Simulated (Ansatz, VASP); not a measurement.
## K2ICl: VASP beside Ansatz

```
CELL_PARAMETERS angstrom
2.45054 1.41482 7.76360
-2.45054 1.41482 7.76360
0.00000 -2.82964 7.76360
ATOMIC_POSITIONS crystal
Cl 0.00000 0.00000 0.00000
I 0.50000 0.50000 0.50000
K 0.25951 0.25951 0.25951
K 0.74049 0.74049 0.74049
```

Change from the starting cell: biaxial_xy strain +4.0%.

Alike in both runs: task single point; functional r2SCAN; k mesh 6 × 6 × 6; no spin polarisation.

|  | VASP | Ansatz |
| --- | --- | --- |
| version | VASP 6.6.1 | Ansatz 0.2.0 |
| potentials or method | VASP PAW PBE potentials, release 64 (Cl, I, K_sv) | plane waves, PAW |
| plane-wave cutoff (eV) | 520 | 500 |
| occupations | gaussian, width 0.01 eV | fixed |
| valence electrons in the cell | 32 | 42 |

```csv
,VASP,Ansatz,Ansatz less VASP
gap on the k mesh at the Fermi level (eV),4.33,4.33,+0.001
pressure (GPa),-1.0,-1.0,+0.02
"traceless stress, the component that is largest in VASP (GPa)",0.26,0.26,0.000
```

VASP's potentials were made for PBE, not for r2SCAN. VASP's potentials hold 32 valence electrons a cell and Ansatz's 42, so a difference there can come from the potentials and not from the codes.

Spin-orbit coupling is off throughout.
